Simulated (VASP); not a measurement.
# SnTe (CsCl type) (Pm-3m) in VASP: notebook

Runs on SnTe (CsCl type). Level: PBE. Tasks: single point, relaxation of cell and atoms.

Everything below comes from runs of VASP 6.6.1. Logs are shortened: lines on timing, memory, paths and dates and some standing lists are left out, and cuts for length are marked.

### 1 The cell of the first run

It takes space group Pm-3m (No. 221, cubic). Conventional cell: a = 3.469 Å, b = 3.469 Å, c = 3.469 Å, α = 90.00°, β = 90.00°, γ = 90.00°. Within 4.0 Å of Sn (site symmetry m-3m) lie 8 Te at 3.00 Å and 6 Sn at 3.47 Å. Within 4.0 Å of Te (site symmetry m-3m) lie 8 Sn at 3.00 Å and 6 Te at 3.47 Å.

### 2 Single point, PBE

Input file INCAR:

```
ALGO = Normal
EDIFF = 1E-7
ENCUT = 520
GGA = PE
ISIF = 2
ISMEAR = -1
LASPH = True
LCHARG = True
LELF = True
LREAL = False
LVHAR = True
LWAVE = False
NBANDS = 17
NELM = 60
PREC = Accurate
SIGMA = 0.05
```

Input file KPOINTS:

```
k-points
0
Gamma
  13 13 13
```

Input file POSCAR:

```
SnTe
1.0
    3.4691737472      0.0000000000      0.0000000000
    0.0000000000      3.4691737472      0.0000000000
    0.0000000000      0.0000000000      3.4691737472
Sn Te
1 1
Direct
    0.0000000000      0.0000000000      0.0000000000
    0.5000000000      0.5000000000      0.5000000000
```

Potentials or basis: VASP PAW PBE potentials, release 64 (Sn_d, Te).

Run with:

```sh
$ cat potpaw_PBE.64/Sn_d/POTCAR potpaw_PBE.64/Te/POTCAR > POTCAR
$ mpirun -np 1 vasp_std > vasp.out
```

OUTCAR:

```text
EDIFF = 1E-7
   ENCUT = 520
   GGA = PE
   ISIF = 2
   ISMEAR = -1
   LASPH = True
   LREAL = False
   NELM = 60
   PREC = Accurate

 ion  position               nearest neighbor table
   1  0.000  0.000  0.000-   2 3.00   2 3.00   2 3.00   2 3.00   2 3.00   2 3.00   2 3.00   2 3.00

   2  0.500  0.500  0.500-   1 3.00   1 3.00   1 3.00   1 3.00   1 3.00   1 3.00   1 3.00   1 3.00

  LATTYP: Found a simple cubic cell.
 ALAT       =     3.4691737472

  Lattice vectors:

 A1 = (   3.4691737472,   0.0000000000,   0.0000000000)
 A2 = (   0.0000000000,   3.4691737472,   0.0000000000)
 A3 = (   0.0000000000,   0.0000000000,   3.4691737472)

Analysis of symmetry for initial positions (statically):
=====================================================================
 Subroutine PRICEL returns:
 Original cell was already a primitive cell.

 Routine SETGRP: Setting up the symmetry group for a
 simple cubic supercell.

 Subroutine GETGRP returns: Found 48 space group operations
 (whereof 48 operations were pure point group operations)
 out of a pool of 48 trial point group operations.

The static configuration has the point symmetry O_h .

Analysis of symmetry for dynamics (positions and initial velocities):
=====================================================================
 Subroutine PRICEL returns:
 Original cell was already a primitive cell.

 Routine SETGRP: Setting up the symmetry group for a
 simple cubic supercell.

 Subroutine GETGRP returns: Found 48 space group operations
 (whereof 48 operations were pure point group operations)
 out of a pool of 48 trial point group operations.

The dynamic configuration has the point symmetry O_h .

 Subroutine INISYM returns: Found 48 space group operations
 (whereof 48 operations are pure point group operations),
 and found     1 'primitive' translations

----------------------------------------------------------------------------------------

                                     Primitive cell

  volume of cell :      41.7521

  direct lattice vectors                    reciprocal lattice vectors
     3.469173747  0.000000000  0.000000000     0.288253075  0.000000000  0.000000000
     0.000000000  3.469173747  0.000000000     0.000000000  0.288253075  0.000000000
     0.000000000  0.000000000  3.469173747     0.000000000  0.000000000  0.288253075

[... 74 lines left out ...]
   PREC   = accura    normal or accurate (medium, high low for compatibility)
   ISTART =      0    job   : 0-new  1-cont  2-samecut
   ICHARG =      2    charge: 1-file 2-atom 10-const
   ISPIN  =      1    spin polarized calculation?
   LNONCOLLINEAR =      F non collinear calculations
   LSORBIT =      F    spin-orbit coupling
   LASPH  =      T    aspherical Exc in radial PAW
   ENCUT  =  520.0 eV  38.22 Ry    6.18 a.u.   6.45  6.45  6.45*2*pi/ulx,y,z
   NELM   =     60;   NELMIN=  2; NELMDL= -5     # of ELM steps
   EDIFF  = 0.1E-06   stopping-criterion for ELM
   LREAL  =      F    real-space projection
   EDIFFG = 0.1E-05   stopping-criterion for IOM
   NSW    =      0    number of steps for IOM
   IBRION =     -1    ionic relax: 0-MD 1-quasi-New 2-CG
   NFREE  =      0    steps in history (QN), initial steepest desc. (CG)
   ISIF   =      2    stress and relaxation
   ISYM   =      2    0-nonsym 1-usesym 2-fastsym
   POTIM  = 0.5000    time-step for ionic-motion
   TEBEG  =    0.0;   TEEND  =   0.0 temperature during run
   PSTRESS=    0.0 pullay stress
   NELECT =      20.0000    total number of electrons
   NUPDOWN=      -1.0000    fix difference up-down
   EMIN   =  10.00;   EMAX   =-10.00  energy-range for DOS
   EFERMI =   0.00;   METHOD = LEGACY
   ISMEAR =    -1;   SIGMA  =   0.05  broadening in eV -4-tet -1-fermi 0-gaus
   EFERMI_NEDOS =   21; number of points for ismear=-14 and -15
   IALGO  =     38    algorithm
   IMIX   =      4    mixing-type and parameters
     AMIX     =   0.40;   BMIX     =  1.00
     AMIX_MAG =   1.60;   BMIX_MAG =  1.00
  volume/ion in A,a.u.               =      20.88       140.88
  Fermi-wavevector in a.u.,A,eV,Ry     =   1.280930  2.420607 22.324195  1.640782
  Thomas-Fermi vector in A             =   2.413329
   LORBIT       =      0    0 simple, 1 ext, 2 COOP (PROOUT), +10 PAW based schemes
   GGA     = PE    functional components
   LHFCALC =     F    Hartree Fock is set to
   AEXX    =    0.0000 exact exchange contribution
   IVDW    =     0    specifies the selected vdW correction
   LEPSILON=     F    determine dielectric tensor
   LRPA    =     F    only Hartree local field effects (RPA)
 non-spin polarized calculation
  energy-cutoff  :      520.00
  volume of cell :       41.75
 maximum number of plane-waves:      1141
 NGX is ok and might be reduce to    28
   NGX = 13   NGY = 13   NGZ = 13

 number of electron      19.9999992 magnetization

 Free energy of the ion-electron system (eV)
  ---------------------------------------------------
  ext. energy  EPLUGINS =         0.00000000
  ---------------------------------------------------
  free energy    TOTEN  =        -5.87621308 eV

  energy without entropy =       -5.86844168  energy(sigma->0) =       -5.87232738

 E-fermi :  12.2903     XC(G=0): -11.5756

 val. band max:       12.2624368620   @ k =   0.3846   0.3077   0.2308
 cond. band min:      12.2993549529   @ k =   0.4615   0.3846   0.3846
 fundamental gap:      0.0369180909
 Fermi energy:        12.2902755578

 k-point     1 :       0.0000    0.0000    0.0000
  band No.  band energies     occupation
      1      -9.6471      2.00000
      2      -9.6471      2.00000
      3      -9.5267      2.00000
      4      -9.5267      2.00000
      5      -9.5267      2.00000
      6      -3.1596      2.00000
[... 457 lines left out ...]
      4      -9.5507      2.00000
      5      -9.5038      2.00000
      6      -0.4225      2.00000
[... 9 lines left out ...]
     16      22.1215      0.00000
     17      22.6499      0.00000

 [... further k-points ...]
[... 5 lines left out ...]
  --------------------------------------------------------------------------------------
  -------------------------------------------------------------------------------------
  Total        8.3445468      8.3445468      8.3445468      0.0000000     -0.0000000     -0.0000000
  in kB      320.2102165    320.2102165    320.2102165      0.0000000     -0.0000000     -0.0000000
  external PRESSURE =     320.2102165 kB  Pullay stress =       0.0000000 kB

 VOLUME and BASIS-vectors are now :
 -----------------------------------------------------------------------------
  energy-cutoff  :      520.00
  volume of cell :       41.75
      direct lattice vectors                 reciprocal lattice vectors
     3.469173747  0.000000000  0.000000000     0.288253075  0.000000000  0.000000000
     0.000000000  3.469173747  0.000000000     0.000000000  0.288253075  0.000000000
     0.000000000  0.000000000  3.469173747     0.000000000  0.000000000  0.288253075

 POSITION                                       TOTAL-FORCE (eV/Angst)
 -----------------------------------------------------------------------------------
      0.00000      0.00000      0.00000         0.000000      0.000000      0.000000
      1.73459      1.73459      1.73459         0.000000      0.000000      0.000000
 -----------------------------------------------------------------------------------
    total drift:                               -0.000000      0.000000     -0.000000

  FREE ENERGIE OF THE ION-ELECTRON SYSTEM (eV)
  ---------------------------------------------------
  free  energy   TOTEN  =        -5.8762130776 eV

  energy  without entropy=       -5.8684416834  energy(sigma->0) =       -5.87232738
```

It took 57 s on 1 thread of Intel Xeon 8259CL, shared host; peak memory 0.2 GiB.

What came out:

```
Free energy            : -5.8762 eV
Pressure               : 32.0 GPa
Band gap on the k mesh : zero (bands 10 and 11 overlap by 4.00 eV)
```

Caveat: the cell stands under pressure; spin-orbit coupling is left out, which moves the levels of the heavy elements.

### 3 Single point, PBE

Input file INCAR:

```
SYSTEM = SnTe
ALGO = Normal
EDIFF = 1E-6
ENCUT = 520
GGA = PE
ISIF = 2
ISMEAR = -1
LASPH = .TRUE.
LCHARG = .FALSE.
LREAL = .FALSE.
LWAVE = .FALSE.
NBANDS = 17
NELM = 60
PREC = Accurate
SIGMA = 0.05
```

Input file KPOINTS:

```
k-points
0
G
  13 13 13
  0 0 0
```

POSCAR is that of step 2.

Potentials or basis: VASP PAW PBE potentials, release 64 (Sn_d, Te).

Run with:

```sh
$ cat potpaw_PBE.64/Sn_d/POTCAR potpaw_PBE.64/Te/POTCAR > POTCAR
$ mpirun -np 1 vasp_std > vasp.out
```

OUTCAR:

```text
SYSTEM = SnTe
   EDIFF = 1E-6
   ENCUT = 520
   GGA = PE
   ISIF = 2
   ISMEAR = -1
   LASPH = .TRUE.
   LREAL = .FALSE.
   NELM = 60
   PREC = Accurate

 ion  position               nearest neighbor table
   1  0.000  0.000  0.000-   2 3.00   2 3.00   2 3.00   2 3.00   2 3.00   2 3.00   2 3.00   2 3.00

   2  0.500  0.500  0.500-   1 3.00   1 3.00   1 3.00   1 3.00   1 3.00   1 3.00   1 3.00   1 3.00

  LATTYP: Found a simple cubic cell.
 ALAT       =     3.4691737472

  Lattice vectors:

[... 192 lines left out ...]
      6      -3.1596      2.00000
[... 457 lines left out ...]
      4      -9.5507      2.00000
      5      -9.5038      2.00000
      6      -0.4225      2.00000
[... 9 lines left out ...]
     16      22.1215      0.00000
     17      22.6499      0.00000

 [... further k-points ...]
[... 5 lines left out ...]
  --------------------------------------------------------------------------------------
  -------------------------------------------------------------------------------------
  Total        8.3450521      8.3450521      8.3450521     -0.0000000     -0.0000000      0.0000000
  in kB      320.2296066    320.2296066    320.2296066     -0.0000000     -0.0000000      0.0000000
  external PRESSURE =     320.2296066 kB  Pullay stress =       0.0000000 kB

 VOLUME and BASIS-vectors are now :
 -----------------------------------------------------------------------------
  energy-cutoff  :      520.00
  volume of cell :       41.75
      direct lattice vectors                 reciprocal lattice vectors
     3.469173747  0.000000000  0.000000000     0.288253075  0.000000000  0.000000000
     0.000000000  3.469173747  0.000000000     0.000000000  0.288253075  0.000000000
     0.000000000  0.000000000  3.469173747     0.000000000  0.000000000  0.288253075

 POSITION                                       TOTAL-FORCE (eV/Angst)
 -----------------------------------------------------------------------------------
      0.00000      0.00000      0.00000         0.000000      0.000000      0.000000
      1.73459      1.73459      1.73459         0.000000      0.000000      0.000000
 -----------------------------------------------------------------------------------
    total drift:                               -0.000000      0.000000     -0.000000

  FREE ENERGIE OF THE ION-ELECTRON SYSTEM (eV)
  ---------------------------------------------------
  free  energy   TOTEN  =        -5.8762130731 eV

  energy  without entropy=       -5.8684416591  energy(sigma->0) =       -5.87232737
```

OSZICAR:

```text
N       E                     dE             d eps       ncg     rms          rms(c)
DAV:   1     0.127101141862E+03    0.12710E+03   -0.96665E+03  2945   0.157E+03
DAV:   2     0.432423787356E+01   -0.12278E+03   -0.11907E+03  3025   0.354E+02
DAV:   3    -0.566680118937E+01   -0.99910E+01   -0.98333E+01  3576   0.859E+01
DAV:   4    -0.590178094681E+01   -0.23498E+00   -0.23471E+00  3484   0.133E+01
DAV:   5    -0.590919313322E+01   -0.74122E-02   -0.74115E-02  4011   0.238E+00    0.949E+00
DAV:   6    -0.588357072959E+01    0.25622E-01   -0.31821E-02  4258   0.224E+00    0.585E+00
DAV:   7    -0.587690607957E+01    0.66647E-02   -0.17711E-02  4034   0.149E+00    0.152E-01
DAV:   8    -0.587618856013E+01    0.71752E-03   -0.34131E-03  3989   0.711E-01    0.125E-01
DAV:   9    -0.587622044141E+01   -0.31881E-04   -0.20002E-04  3593   0.105E-01    0.529E-02
DAV:  10    -0.587621653250E+01    0.39089E-05   -0.41443E-06  3749   0.185E-02    0.259E-02
DAV:  11    -0.587621309564E+01    0.34369E-05   -0.48299E-07  2115   0.886E-03    0.116E-02
DAV:  12    -0.587621307310E+01    0.22546E-07   -0.84293E-08  1704   0.444E-03
   1 F= -.58762131E+01 E0= -.58723274E+01  d E =-.777141E-02
```

Wall time 62 s (1 thread of Intel Xeon 8259CL, shared host); peak memory 0.2 GiB.

What came out:

```
Free energy            : -5.8762 eV
Pressure               : 32.0 GPa
Band gap on the k mesh : zero (bands 10 and 11 overlap by 4.00 eV)
```

Caveat: the cell stands under pressure; spin-orbit coupling is left out, which moves the levels of the heavy elements.

### 4 Relaxation of cell and atoms, PBE, target pressure 32 GPa, at which the enthalpy is minimised

Input file INCAR:

```
SYSTEM = SnTe
PREC = Accurate
ENCUT = 600
EDIFF = 1E-6
ISMEAR = -1
SIGMA = 0.05
LREAL = .FALSE.
LASPH = .TRUE.
NELM = 80
ALGO = Normal
ISIF = 3
LWAVE = .FALSE.
LCHARG = .FALSE.
GGA = PE
IBRION = 2
NSW = 32
EDIFFG = -0.005
PSTRESS = 320.0
```

Input file KPOINTS:

```
Automatic mesh
0
G
  13 13 13
  0 0 0
```

POSCAR is that of step 3.

Run with:

```sh
$ cat potpaw_PBE.64/Sn_d/POTCAR potpaw_PBE.64/Te/POTCAR > POTCAR
$ mpirun -np 1 vasp_std > vasp.out
```

Wall time 1.8 min (1 thread of Intel Xeon 8259CL, shared host); peak memory 0.21 GiB.

It converged, with:

* Free energy: -5.8804 eV
* Relaxed volume: 20.89 Å³/atom
* Relaxed cell: a = 3.470 Å, b = 3.470 Å, c = 3.470 Å, α = 90.00°, β = 90.00°, γ = 90.00°
* Space group after relaxing (to 0.1 Å): Pm-3m (No. 221)
* Energy change on relaxing (the run minimises the enthalpy): -2.0 meV/atom
* Ionic steps: 4
* Pressure after relaxing: 32.0 GPa
* Band gap on the k mesh: zero (bands 10 and 11 overlap by 4.00 eV)

Step by step:
```tsv
step	energy change (eV)	largest force (eV/Å)	pressure (GPa)	volume (Å³)
1	0.0000	0.0000	32.05	41.75
2	-0.0079	0.0000	31.89	41.79
3	-0.0025	0.0000	32.04	41.76
4	-0.0040	0.0000	31.97	41.77
```

Final structure:
```
Sn Te
1.0
     3.46973    0.00000    0.00000
     0.00000    3.46973    0.00000
     0.00000    0.00000    3.46973
Sn Te
1 1
Direct
  0.00000 0.00000 0.00000
  0.50000 0.50000 0.50000
```

Levels at points of the mesh, in eV from the Fermi level:
| k point | band 7 | band 8 | band 9 | band 10 | band 11 | band 12 | band 13 | band 14 |
| --- | --- | --- | --- | --- | --- | --- | --- | --- |
| (0.00, 0.00, 0.00) | -3.96 | -2.84 | -2.84 | -2.84 | 2.58 | 2.58 | 8.06 | 8.06 |

Caveat: the cell is relaxed towards a set pressure, so the run minimises the enthalpy, not the energy; spin-orbit coupling is left out, which moves the levels of the heavy elements.
